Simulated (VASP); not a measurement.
Crystal: Ti.

```xyz
1
Lattice="-1.6277 1.6277 1.6277 1.6277 -1.6277 1.6277 1.6277 1.6277 -1.6277" Properties=species:S:1:pos:R:3 pbc="T T T"
Ti    0.0000    0.0000    0.0000
```

This isn't the form of Ti at room conditions, which is hcp.

Base run:

- Program: VASP 6.6.1
- Functional: PBE
- Potentials or basis: VASP PAW PBE potentials, release 64 (Ti_sv)
- Cutoff: 520 eV
- k mesh: 22 × 22 × 22
- Occupations: gaussian, width 0.15 eV
- Spin: collinear spin
- Starting moments: [0.5] μB
- Fixed moment: 0.5 μB

Its results: pressure 0.5 GPa; site moments Ti +0.35 μB.

Question: The run is repeated on the same cell with these changes: fixed moment from 0.5 μB to 0.8 μB; moments at the start from [0.5] to [0.8]. What comes out?

Answer: Pressure 1.3 GPa; site moments Ti +0.56 μB.

Caveats: the total moment is fixed, so each spin has its own Fermi level and the state may be an excited one.
